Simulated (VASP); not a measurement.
Wanted: the native input for a VASP 6.6.1 run.

```yaml
Task: single point
Functional: PBE
Dispersion: D3(BJ)
Potentials_or_basis: VASP PAW PBE potentials, release 64 (C)
Cutoff: 520 eV
k_mesh: 18 × 18 × 18
Occupations: gaussian, width 0.03 eV
Spin: no spin polarisation
Dipole_correction: no
Further_INCAR_settings: ALGO = Normal; EDIFF = 1e-06; NBANDS = 11
```

The structure of C lies in POSCAR:

```
C
1.0
    0.0000000000      1.9533802027      3.4065065797
    1.2359106871      0.0000000000      3.4065065797
    1.2359106871      1.9533802027      0.0000000000
C
2
Direct
    0.1666966007      0.8333033993      0.1666966007
    0.8333033993      0.1666966007      0.8333033993
```

The input as run:

INCAR

```
PREC = Accurate ; ENCUT = 520
EDIFF = 1E-6 ; ISMEAR = 0
SIGMA = 0.03 ; LREAL = False
LASPH = True ; NELM = 80
ALGO = Normal ; ISIF = 2
LWAVE = False ; LCHARG = False
GGA = PE ; IVDW = 12
NBANDS = 11
```

KPOINTS

```
regular mesh
0
Gamma
  18 18 18
```

Potentials or basis: VASP PAW PBE potentials, release 64 (C).

Run with:

```console
$ cat potpaw_PBE.64/C/POTCAR > POTCAR
$ mpirun -np 1 vasp_std > vasp.out
```

Results of the run:

```yaml
Pressure: 47.6 GPa
Largest_force: 2.496 eV/Å
Dispersion_energy_per_atom: -0.144 eV
```

Caveat: the stress differs along the axes, from -0 to 124 GPa; forces of over 1 eV/Å act on the atoms, so gaps and moduli don't describe the material at rest.

Run time: 120 s on 1 thread of AMD EPYC 7R13 Processor (Zen 3), with other jobs on the host, peak memory 0.22 GiB.
